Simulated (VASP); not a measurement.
# Si16N (a cell with a defect) in VASP: notebook, part 2 of 3

VASP 6.6.1. The steps go on from the part before.

### 4 Single point, PBEsol, collinear spin, zero start

The input, INCAR:

```
PREC = Accurate
ENCUT = 520
EDIFF = 1E-7
ISMEAR = 0
SIGMA = 0.02
LREAL = Auto
LASPH = T
NELM = 150
ALGO = Normal
ISIF = 2
LWAVE = F
LCHARG = T
ISPIN = 2
MAGMOM = 0 0 0 0 0 0 0 0 0 0 0 0 0 0 0 0 0
LORBIT = 11
GGA = PS
LELF = T
LVHAR = T
NBANDS = 52
```

The input, KPOINTS:

```
regular mesh
0
Gamma
  2 2 2
```

The input, POSCAR:

```
Si16N
1.0
    0.0000000000      5.4300000000      5.4300000000
    5.4300000000      0.0000000000      5.4300000000
    5.4300000000      5.4300000000      0.0000000000
Si N
16 1
Direct
   -0.0147474217     -0.0166395028     -0.0283824125
    0.1323754144      0.0791361878      0.1027989871
    0.0081088398      0.0088132597      0.4749896869
    0.1179103131      0.1490038674      0.5992732965
    0.0538062615      0.4479458564     -0.0107983425
    0.1255554328      0.6388893186      0.1727570902
   -0.0126875691      0.5197501842      0.5409627072
    0.1483220074      0.6386186924      0.6281387661
    0.5069008287     -0.0247733886     -0.0131242173
    0.6110349908      0.1137469613      0.1174423573
    0.4915945672      0.0106798343      0.4900409761
    0.6327994475      0.1221705341      0.6115187845
    0.5024348987      0.4872781768      0.0088078269
    0.6696008287      0.6005273481      0.1145658379
    0.5217884899      0.4981759669      0.4912175875
    0.6145815838      0.6368395948      0.6337156538
    0.1973427256      0.4087979742      1.1306856354
```

Potentials or basis: VASP PAW PBE potentials, release 64 (Si, N).

Started as:

```sh
> cat potpaw_PBE.64/Si/POTCAR potpaw_PBE.64/N/POTCAR > POTCAR
> mpirun -np 1 vasp_std > vasp.out
```

OUTCAR:

```text
PREC = Accurate
   ENCUT = 520
   EDIFF = 1E-7
   ISMEAR = 0
   LREAL = Auto
   LASPH = T
   NELM = 150
   ISIF = 2
   ISPIN = 2
   LORBIT = 11
   GGA = PS

 ion  position               nearest neighbor table
   1  0.985  0.983  0.972-   6 2.30  10 2.35   2 2.35   4 2.36
   2  0.132  0.079  0.103-   5 2.34   1 2.35   9 2.36   3 2.37
   3  0.008  0.009  0.475-   8 2.34   4 2.35  12 2.35   2 2.37
   4  0.118  0.149  0.599-  11 2.35   3 2.35   1 2.36   7 2.37
   5  0.054  0.448  0.989-  17 1.74   8 2.31   2 2.34  14 2.42   6 2.84
   6  0.126  0.639  0.173-  17 1.72   1 2.30   7 2.31  13 2.40   5 2.84
   7  0.987  0.520  0.541-   6 2.31   8 2.32  16 2.35   4 2.37
   8  0.148  0.639  0.628-   5 2.31   7 2.32   3 2.34  15 2.35
   9  0.507  0.975  0.987-  10 2.34   2 2.36  12 2.36  14 2.37
  10  0.611  0.114  0.117-  11 2.34   9 2.34  13 2.35   1 2.35
  11  0.492  0.011  0.490-  10 2.34   4 2.35  16 2.35  12 2.35
  12  0.633  0.122  0.612-  11 2.35   3 2.35   9 2.36  15 2.36
  13  0.502  0.487  0.009-  17 2.32  10 2.35  16 2.36   6 2.40  14 2.43
[... 1023 lines left out ...]
  external PRESSURE =       9.5495390 kB  Pullay stress =       0.0000000 kB

 VOLUME and BASIS-vectors are now :
 -----------------------------------------------------------------------------
  energy-cutoff  :      520.00
  volume of cell :      320.21
      direct lattice vectors                 reciprocal lattice vectors
     0.000000000  5.430000000  5.430000000    -0.092081031  0.092081031  0.092081031
     5.430000000  0.000000000  5.430000000     0.092081031 -0.092081031  0.092081031
     5.430000000  5.430000000  0.000000000     0.092081031  0.092081031 -0.092081031

 POSITION                                       TOTAL-FORCE (eV/Angst)
 -----------------------------------------------------------------------------------
     10.61553     10.62581     10.68957         0.177119      0.036395      0.067051
      0.98791      1.27700      1.14851        -0.030776      0.038248      0.023138
      2.62705      2.62322      0.09189         0.069719     -0.088537     -0.019258
      4.06314      3.89431      1.44934        -0.123839      0.021432      0.005729
      7.80371      5.66353      2.72451         0.098648      0.048505     -0.299079
      4.40724      1.61984      4.15094         0.018661      0.189220      0.251272
[... 9 lines left out ...]
      6.89911      6.77825      6.79522         0.020617      0.015043     -0.092163
      2.92940      1.78119      3.29134        -0.047010     -0.433945      0.205166
 -----------------------------------------------------------------------------------
    total drift:                               -0.004248     -0.004751      0.000796

  FREE ENERGIE OF THE ION-ELECTRON SYSTEM (eV)
  ---------------------------------------------------
  free  energy   TOTEN  =       -97.8400784481 eV

  energy  without entropy=      -97.8394632527  energy(sigma->0) =      -97.83977085

 total charge

# of ion       s       p       d       tot
------------------------------------------
    1        0.755   0.956   0.000   1.712
    2        0.752   0.937   0.000   1.689
    3        0.745   0.936   0.000   1.681
    4        0.748   0.923   0.000   1.671
    5        0.747   0.929   0.000   1.676
    6        0.757   0.936   0.000   1.694
[... 9 lines left out ...]
   16        0.742   0.945   0.000   1.687
   17        1.281   2.456   0.000   3.737
--------------------------------------------------
tot         13.270  17.419   0.000  30.688

 magnetization (x)

# of ion       s       p       d       tot
------------------------------------------
    1       -0.000  -0.000   0.000  -0.000
    2        0.000   0.000   0.000   0.000
    3       -0.000   0.000   0.000   0.000
    4       -0.000  -0.000   0.000  -0.000
    5        0.000   0.000   0.000   0.000
    6        0.000   0.000   0.000   0.000
[... 9 lines left out ...]
   16       -0.000  -0.000   0.000  -0.000
   17       -0.000   0.000   0.000   0.000
--------------------------------------------------
tot          0.000   0.000   0.000   0.000
```

OSZICAR:

```text
N       E                     dE             d eps       ncg     rms          rms(c)
DAV:   1     0.171554241711E+03    0.17155E+03   -0.26457E+04  1664   0.109E+03
DAV:   2    -0.827679056580E+02   -0.25432E+03   -0.23954E+03  2080   0.170E+02
DAV:   3    -0.101328424918E+03   -0.18561E+02   -0.18207E+02  2112   0.426E+01
DAV:   4    -0.101744262685E+03   -0.41584E+00   -0.41408E+00  2088   0.767E+00
DAV:   5    -0.101753685821E+03   -0.94231E-02   -0.94157E-02  2112   0.108E+00    0.169E+01
DAV:   6    -0.982947570326E+02    0.34589E+01   -0.10571E+01  2476   0.164E+01    0.104E+01
DAV:   7    -0.980313681952E+02    0.26339E+00   -0.42435E+00  1864   0.687E+00    0.559E+00
DAV:   8    -0.979578801543E+02    0.73488E-01   -0.17270E+00  2032   0.452E+00    0.231E+00
DAV:   9    -0.978323483405E+02    0.12553E+00   -0.50076E-01  2520   0.341E+00    0.606E-01
DAV:  10    -0.978416944714E+02   -0.93461E-02   -0.14519E-01  1896   0.124E+00    0.498E-01
DAV:  11    -0.978400939078E+02    0.16006E-02   -0.29472E-02  1984   0.630E-01    0.206E-01
DAV:  12    -0.978400864971E+02    0.74107E-05   -0.40639E-03  2000   0.284E-01    0.127E-01
DAV:  13    -0.978400968310E+02   -0.10334E-04   -0.74155E-04  2032   0.852E-02    0.542E-02
DAV:  14    -0.978400844087E+02    0.12422E-04   -0.51483E-05  2144   0.258E-02    0.331E-02
DAV:  15    -0.978400785569E+02    0.58517E-05   -0.27975E-05  2136   0.181E-02    0.120E-02
DAV:  16    -0.978400784095E+02    0.14743E-06   -0.50727E-06  2040   0.807E-03    0.501E-03
DAV:  17    -0.978400784481E+02   -0.38649E-07   -0.29241E-07  1872   0.214E-03
   1 F= -.97840078E+02 E0= -.97839771E+02  d E =-.615195E-03  mag=    -0.0000
```

stdout:

```text
POSCAR found type information on POSCAR SiN
 POSCAR found :  2 types and      17 ions
 scaLAPACK will be used
 -----------------------------------------------------------------------------
|                                                                             |
|                                                                             |
|     You enforced a specific xc type in the INCAR file but a different       |
|     I HOPE YOU KNOW WHAT YOU ARE DOING!                                     |
|                                                                             |
 -----------------------------------------------------------------------------

 LDA part: xc-table for (Slater+PW92), standard interpolation
 POSCAR, INCAR and KPOINTS ok, starting setup
 FFT: planning ... GRIDC
 FFT: planning ... GRID_SOFT
 FFT: planning ... GRID
 WAVECAR not read
 entering main loop
```

Run time: 16 min. Hardware: 1 thread of Intel Xeon 8259CL, shared host; peak memory 0.72 GiB.

Results:

| Quantity | Value |
| --- | --- |
| Free energy | -97.8401 eV |
| Pressure | 1.0 GPa |
| Largest force | 0.482 eV/Å |
| Net moment | 0.00 μB per cell |
| Valence electrons inside the program's atomic spheres | Si 1.71, 1.69, 1.68, 1.67, 1.70, 1.63, 1.66 (each value once); N 3.74 |

Forces in eV/Å, atoms in the order of the input:
```
Si   0.177  0.036  0.067
Si  -0.031  0.038  0.023
Si   0.070 -0.089 -0.019
Si  -0.124  0.021  0.006
Si   0.099  0.049 -0.299
Si   0.019  0.189  0.251
Si   0.031 -0.022 -0.170
Si  -0.125  0.013 -0.005
Si  -0.055  0.012  0.019
Si   0.076 -0.030  0.019
Si  -0.019  0.079  0.023
Si   0.082  0.058 -0.039
Si   0.008  0.049  0.040
Si  -0.041  0.018 -0.076
Si  -0.140 -0.003  0.046
Si   0.021  0.015 -0.092
N   -0.047 -0.434  0.205
```

Levels at points of the mesh, in eV from the Fermi level:
Spin up:
| k point | band 32 | band 33 | band 34 | band 35 | band 36 | band 37 |
| --- | --- | --- | --- | --- | --- | --- |
| (0.00, 0.00, 0.00) | -0.58 | -0.26 | -0.08 | -0.02 | 0.44 | 0.70 |
| (0.50, 0.00, 0.00) | -0.97 | -0.75 | -0.59 | 0.30 | 1.15 | 1.45 |
| (0.00, 0.50, 0.00) | -0.96 | -0.70 | -0.67 | -0.08 | 1.12 | 1.47 |
| (0.00, 0.00, 0.50) | -0.75 | -0.72 | -0.57 | -0.37 | 1.20 | 1.34 |
| (0.50, 0.50, 0.50) | -0.85 | -0.66 | -0.41 | 0.28 | 1.22 | 1.26 |
| (0.50, 0.50, 0.00) | -1.20 | -1.16 | -0.84 | 0.02 | 1.39 | 1.53 |
| (0.00, 0.50, 0.50) | -1.27 | -1.00 | -0.79 | -0.61 | 1.29 | 1.45 |
| (0.50, 0.00, 0.50) | -1.31 | -1.23 | -0.85 | 0.53 | 1.19 | 1.52 |
Spin down:
| k point | band 31 | band 32 | band 33 | band 34 | band 35 | band 36 | band 37 | band 38 |
| --- | --- | --- | --- | --- | --- | --- | --- | --- |
| (0.00, 0.00, 0.00) | -0.92 | -0.58 | -0.26 | -0.08 | -0.02 | 0.44 | 0.70 | 0.76 |
| (0.50, 0.00, 0.00) | -1.15 | -0.97 | -0.75 | -0.59 | 0.30 | 1.15 | 1.45 | 1.47 |
| (0.00, 0.50, 0.00) | -1.09 | -0.96 | -0.70 | -0.67 | -0.08 | 1.12 | 1.47 | 1.58 |
| (0.00, 0.00, 0.50) | -1.06 | -0.75 | -0.72 | -0.57 | -0.37 | 1.20 | 1.34 | 1.56 |
| (0.50, 0.50, 0.50) | -1.16 | -0.85 | -0.66 | -0.41 | 0.28 | 1.22 | 1.26 | 1.47 |
| (0.50, 0.50, 0.00) | -1.42 | -1.20 | -1.16 | -0.84 | 0.02 | 1.39 | 1.53 | 2.25 |
| (0.00, 0.50, 0.50) | -1.30 | -1.27 | -1.00 | -0.79 | -0.61 | 1.29 | 1.45 | 2.15 |
| (0.50, 0.00, 0.50) | -1.32 | -1.31 | -1.23 | -0.85 | 0.53 | 1.19 | 1.52 | 2.21 |

Caveat: the k points lie up to 0.50 Å⁻¹ apart; the PAW data sets were made with another functional, which shifts forces and pressure a little.

### 5 Single point, PBEsol, collinear spin, zero start

The input, INCAR:

```
SYSTEM = Si16N
  PREC = Accurate
  ENCUT = 520
  EDIFF = 1E-6
  ISMEAR = 0
  SIGMA = 0.02
  LREAL = Auto
  LASPH = .True.
  NELM = 150
  ALGO = Normal
  ISIF = 2
  LWAVE = .False.
  LCHARG = .False.
  ISPIN = 2
  MAGMOM = 0 0 0 0 0 0 0 0 0 0 0 0 0 0 0 0 0
  LORBIT = 11
  GGA = PS
  NBANDS = 52
```

The input, KPOINTS:

```
regular mesh
0
Gamma
  2 2 2
  0 0 0
```

The input, POSCAR:

```
Si16N
1.0
    0.0000000000      5.4300000000      5.4300000000
    5.4300000000      0.0000000000      5.4300000000
    5.4300000000      5.4300000000      0.0000000000
Si N
16 1
Direct
   -0.0064255985     -0.0007079190     -0.0376528545
    0.1442223757      0.0800956722      0.1012229282
    0.0108935543      0.0021456722      0.4745178637
    0.1302379374      0.1435751381      0.5880375691
    0.0518055249      0.4511872928     -0.0117384899
    0.1208953959      0.6634340700      0.1809318600
   -0.0231320442      0.5114872928      0.5454219153
    0.1457638122      0.6285361878      0.6245755985
    0.5184747698     -0.0305860037     -0.0135278085
    0.6247038674      0.1097418048      0.1147651934
    0.5034566298      0.0048142726      0.4871671271
    0.6366980663      0.1203529466      0.6125030387
    0.4794293738      0.4806971455      0.0079525783
    0.6675201657      0.5924406077      0.1084579190
    0.5193953959      0.4959697974      0.4832440147
    0.6056903315      0.6315547882      0.6346833333
    0.1990703499      0.4537885820      1.1018173112
```

Started as:

```sh
> cat potpaw_PBE.64/Si/POTCAR potpaw_PBE.64/N/POTCAR > POTCAR
> mpirun -np 1 vasp_std > vasp.out
```

Wall time 18 min (1 thread of Intel Xeon 8259CL, shared host); peak memory 0.71 GiB.

Results (log left out):

```
Free energy                                           : -97.9951 eV
Pressure                                              : 1.2 GPa
Largest force                                         : 0.543 eV/Å
Net moment                                            : 0.00 μB per cell
Valence electrons inside the program's atomic spheres : Si 1.73, 1.70, 1.68, 1.67, 1.71, 1.69, 1.62, 1.65 (each value once); N 3.78
```

Forces on the atoms (eV/Å):
```
Si   0.145 -0.009  0.104
Si   0.137  0.009  0.105
Si  -0.007  0.023 -0.024
Si   0.033 -0.004 -0.022
Si   0.191  0.109  0.157
Si   0.056 -0.276 -0.129
Si  -0.017 -0.037  0.024
Si   0.021  0.047 -0.018
Si  -0.037  0.016 -0.036
Si  -0.010  0.022 -0.073
Si   0.019 -0.003 -0.044
Si  -0.018  0.018 -0.025
Si  -0.121 -0.135 -0.171
Si  -0.046 -0.088 -0.147
Si  -0.031 -0.009 -0.025
Si  -0.041 -0.015 -0.007
N   -0.275  0.332  0.329
```

Stress tensor (GPa, compression positive):
```
 2.86  0.63  0.02
 0.63  1.22 -0.68
 0.02 -0.68 -0.37
```

Levels at points of the mesh, in eV from the Fermi level:
Spin up:
| k point | band 30 | band 31 | band 32 | band 33 | band 34 | band 35 | band 36 | band 37 | band 38 | band 39 |
| --- | --- | --- | --- | --- | --- | --- | --- | --- | --- | --- |
| (0.00, 0.00, 0.00) | -1.15 | -1.07 | -0.68 | -0.29 | -0.27 | -0.11 | 0.21 | 0.61 | 0.70 | 0.79 |
| (0.50, 0.00, 0.00) | -1.59 | -1.23 | -1.02 | -0.85 | -0.62 | 0.45 | 1.00 | 1.28 | 1.35 | 1.41 |
| (0.00, 0.50, 0.00) | -1.37 | -1.07 | -0.96 | -0.85 | -0.75 | -0.12 | 0.95 | 1.34 | 1.40 | 1.57 |
| (0.00, 0.00, 0.50) | -1.46 | -1.05 | -0.87 | -0.76 | -0.68 | -0.29 | 1.04 | 1.16 | 1.36 | 1.48 |
| (0.50, 0.50, 0.50) | -1.46 | -1.23 | -0.96 | -0.70 | -0.47 | 0.10 | 0.97 | 1.23 | 1.35 | 1.53 |
| (0.50, 0.50, 0.00) | -1.60 | -1.51 | -1.35 | -1.25 | -0.91 | 0.16 | 1.22 | 1.48 | 2.09 | 2.19 |
| (0.00, 0.50, 0.50) | -1.47 | -1.43 | -1.39 | -1.33 | -0.55 | -0.30 | 1.07 | 1.29 | 1.92 | 2.14 |
| (0.50, 0.00, 0.50) | -1.62 | -1.51 | -1.46 | -1.36 | -0.74 | 0.48 | 1.16 | 1.48 | 2.15 | 2.22 |
Spin down:
```
           k point  band 30  band 31  band 32  band 33  band 34  band 35  band 36  band 37  band 38  band 39
(0.00, 0.00, 0.00)    -1.15    -1.07    -0.68    -0.29    -0.27    -0.11     0.21     0.61     0.70     0.79
(0.50, 0.00, 0.00)    -1.59    -1.23    -1.02    -0.85    -0.62     0.45     1.00     1.28     1.35     1.41
(0.00, 0.50, 0.00)    -1.37    -1.07    -0.96    -0.85    -0.75    -0.12     0.95     1.34     1.40     1.57
(0.00, 0.00, 0.50)    -1.46    -1.05    -0.87    -0.76    -0.68    -0.29     1.04     1.16     1.36     1.48
(0.50, 0.50, 0.50)    -1.46    -1.23    -0.96    -0.70    -0.47     0.10     0.97     1.23     1.35     1.53
(0.50, 0.50, 0.00)    -1.60    -1.51    -1.35    -1.25    -0.91     0.16     1.22     1.48     2.09     2.19
(0.00, 0.50, 0.50)    -1.47    -1.43    -1.39    -1.33    -0.55    -0.30     1.07     1.29     1.92     2.14
(0.50, 0.00, 0.50)    -1.62    -1.51    -1.46    -1.36    -0.74     0.48     1.16     1.48     2.15     2.22
```

Caveat: the k points lie up to 0.50 Å⁻¹ apart; the PAW data sets were made with another functional, which shifts forces and pressure a little.

[end of part 2 of 3]
